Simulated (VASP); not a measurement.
# TiSi (zincblende type) (F-43m) in VASP: notebook, part 2 of 2

VASP 6.6.1.

## Step 4: Relaxation of cell and atoms, PBEsol, target pressure 40 GPa, at which the enthalpy is minimised

This run uses another cell than the first one, of 14.46 Å³/atom.

File INCAR:

```
SYSTEM = TiSi
PREC     = Accurate       ! precision mode
ENCUT    = 600            ! plane-wave cutoff, eV
EDIFF    = 1E-6           ! SCF threshold, eV
ISMEAR   = -1             ! smearing method
SIGMA    = 0.1            ! smearing width, eV
LREAL    = .False.        ! projectors in reciprocal space
LASPH    = .True.         ! aspherical terms in the spheres
NELM     = 60             ! most SCF steps
ALGO     = Normal         ! electronic algorithm
ISIF     = 3              ! what is computed and relaxed
LWAVE    = .False.        ! write WAVECAR
LCHARG   = .False.        ! write CHGCAR
GGA      = PS             ! functional
IBRION   = 2              ! ionic algorithm
NSW      = 60             ! ionic steps
EDIFFG   = -0.005         ! ionic threshold
PSTRESS  = 400.0
```

File KPOINTS:

```
Automatic mesh
0
Gamma
  12 12 12
  0 0 0
```

File POSCAR:

```
TiSi
1.0
    0.0000000000      2.4361575304      2.4361575304
    2.4361575304      0.0000000000      2.4361575304
    2.4361575304      2.4361575304      0.0000000000
Ti Si
1 1
Direct
    0.0000000000      0.0000000000      0.0000000000
    0.2500000000      0.2500000000      0.2500000000
```

Command:

```sh
cat potpaw_PBE.64/Ti_sv/POTCAR potpaw_PBE.64/Si/POTCAR > POTCAR
mpirun -np 1 vasp_std > vasp.out
```

Run time: 2.3 min. Hardware: 1 thread of Intel Xeon Platinum 8488C (Sapphire Rapids), shared host; peak memory 0.18 GiB.

Results (log left out):

```
Free energy                                                : -11.4075 eV
Relaxed volume                                             : 16.55 Å³/atom
Relaxed cell                                               : a = 3.604 Å, b = 3.604 Å, c = 3.604 Å, α = 60.00°, β = 60.00°, γ = 60.00°
Space group after relaxing (to 0.1 Å)                      : F-43m (No. 216)
Energy change on relaxing (the run minimises the enthalpy) : -695.0 meV/atom
Ionic steps                                                : 18
Pressure after relaxing                                    : 40.0 GPa
Band gap on the k mesh                                     : zero (bands 8 and 9 overlap by 0.68 eV)
```

Step by step:
```csv
step,energy change (eV),largest force (eV/Å),pressure (GPa),volume (Å³)
1,0.0000,0.0000,68.57,28.92
2,-2.5531,0.0000,10.50,41.10
3,-1.4552,0.0000,38.54,33.37
4,-1.3915,0.0000,39.94,33.11
5,-1.3695,0.0000,40.39,33.02
6,-1.3702,0.0000,40.42,33.03
7,-1.3722,0.0000,40.40,33.03
8,-1.3722,0.0000,40.38,33.03
9,-1.3723,0.0000,40.37,33.03
10,-1.3724,0.0000,40.37,33.03
11,-1.3726,0.0000,40.36,33.04
12,-1.3730,0.0000,40.33,33.04
13,-1.3738,0.0000,40.36,33.04
14,-1.3753,0.0000,40.33,33.05
15,-1.3785,0.0000,40.28,33.06
16,-1.3848,0.0000,40.11,33.08
17,-1.3975,0.0000,39.83,33.13
18,-1.3899,0.0000,39.97,33.10
```

Final structure:
```cif
data_structure
_symmetry_space_group_name_H-M 'P 1'
_symmetry_Int_Tables_number 1
_cell_length_a 3.6041
_cell_length_b 3.6041
_cell_length_c 3.6041
_cell_angle_alpha 60.000
_cell_angle_beta 60.000
_cell_angle_gamma 60.000
_cell_volume 33.10
loop_
_atom_site_label
_atom_site_type_symbol
_atom_site_fract_x
_atom_site_fract_y
_atom_site_fract_z
_atom_site_occupancy
Ti1 Ti 0.00000 0.00000 0.00000 1
Si1 Si 0.25000 0.25000 0.25000 1
```

Levels at points of the mesh, in eV from the Fermi level:
```csv
k point,band 5,band 6,band 7,band 8,band 9,band 10,band 11,band 12
"(0.00, 0.00, 0.00)",-9.40,-1.50,-1.50,-1.50,1.18,1.18,8.05,8.19
"(0.50, 0.00, 0.00)",-7.00,-3.49,-1.17,-1.17,1.71,1.71,2.25,5.80
"(0.50, 0.50, 0.00)",-6.09,-3.90,-0.60,0.29,0.29,2.23,2.70,2.81
```

Caveat: the cell is relaxed towards a set pressure, so the run minimises the enthalpy, not the energy; the PAW data sets were made with another functional, which shifts forces and pressure a little.

## Step 5: Relaxation of cell and atoms, PBEsol, target pressure 40 GPa, at which the enthalpy is minimised

Edit INCAR of step 4 so:

```diff
@@ -15,3 +15,3 @@
 IBRION   = 2              ! ionic algorithm
-NSW      = 60             ! ionic steps
+NSW      = 32             ! ionic steps
 EDIFFG   = -0.005         ! ionic threshold
```

File KPOINTS:

```
regular mesh
0
Gamma
  12 12 12
  0 0 0
```

File POSCAR:

```
TiSi
1.0
    0.0000000000      2.5475411636      2.5475411636
    2.5475411636      0.0000000000      2.5475411636
    2.5475411636      2.5475411636      0.0000000000
Ti Si
1 1
Direct
    0.0000000000      0.0000000000      0.0000000000
    0.2500000000      0.2500000000      0.2500000000
```

Command:

```sh
cat potpaw_PBE.64/Ti_sv/POTCAR potpaw_PBE.64/Si/POTCAR > POTCAR
mpirun -np 1 vasp_std > vasp.out
```

Run time: 50 s. Hardware: 1 thread of Intel Xeon Platinum 8488C (Sapphire Rapids), shared host; peak memory 0.2 GiB.

Results (log left out):

- Free energy: -11.4067 eV
- Relaxed volume: 16.55 Å³/atom
- Relaxed cell: a = 3.604 Å, b = 3.604 Å, c = 3.604 Å, α = 60.00°, β = 60.00°, γ = 60.00°
- Space group after relaxing (to 0.1 Å): F-43m (No. 216)
- Energy change on relaxing (the run minimises the enthalpy): -3.7 meV/atom
- Ionic steps: 3
- Pressure after relaxing: 40.0 GPa
- Band gap on the k mesh: zero (bands 8 and 9 overlap by 0.68 eV)

The path:
| step | energy change (eV) | largest force (eV/Å) | pressure (GPa) | volume (Å³) |
| --- | --- | --- | --- | --- |
| 1 | 0.0000 | 0.0000 | 40.14 | 33.07 |
| 2 | -0.0169 | 0.0000 | 39.82 | 33.13 |
| 3 | -0.0074 | 0.0000 | 40.00 | 33.10 |

Final structure:
```
CELL_PARAMETERS angstrom
0.00000 2.54830 2.54830
2.54830 0.00000 2.54830
2.54830 2.54830 0.00000
ATOMIC_POSITIONS crystal
Ti 0.00000 0.00000 0.00000
Si 0.25000 0.25000 0.25000
```

Levels at points of the mesh, in eV from the Fermi level:
| k point | band 5 | band 6 | band 7 | band 8 | band 9 | band 10 | band 11 | band 12 |
| --- | --- | --- | --- | --- | --- | --- | --- | --- |
| (0.00, 0.00, 0.00) | -9.40 | -1.50 | -1.50 | -1.50 | 1.18 | 1.18 | 8.05 | 8.19 |
| (0.50, 0.00, 0.00) | -7.00 | -3.49 | -1.17 | -1.17 | 1.71 | 1.71 | 2.25 | 5.80 |
| (0.50, 0.50, 0.00) | -6.09 | -3.90 | -0.60 | 0.29 | 0.29 | 2.23 | 2.70 | 2.81 |

Caveat: the cell is relaxed towards a set pressure, so the run minimises the enthalpy, not the energy; the PAW data sets were made with another functional, which shifts forces and pressure a little.

## Step 6: Overview

```csv
task,cell,cutoff (eV),gap on the mesh (eV),pressure (GPa)
single point,"a = 3.603 Å, angles 60.0°, 2 atoms",520,none,40.2
single point,"a = 3.602 Å, angles 60.0°, 2 atoms",520,none,40.3
relaxation of cell and atoms,"relaxed to 40 GPa from a = 3.445 Å, angles 60.0°, 2 atoms",600,none,40.0
relaxation of cell and atoms,"relaxed to 40 GPa from a = 3.603 Å, angles 60.0°, 2 atoms",600,none,40.0
```

Alike in all rows: level PBEsol; potentials or basis VASP PAW PBE potentials, release 64 (Ti_sv, Si); no spin polarisation; k mesh 12 × 12 × 12; smearing fermi-dirac 0.1 eV.

Caveats: the PAW data sets were made with another functional, which shifts forces and pressure a little; the cell stands under pressure (at least some runs); the cell is relaxed towards a set pressure, so the run minimises the enthalpy, not the energy (at least some runs).

Absolute energies hang on the potentials; compare differences alone.
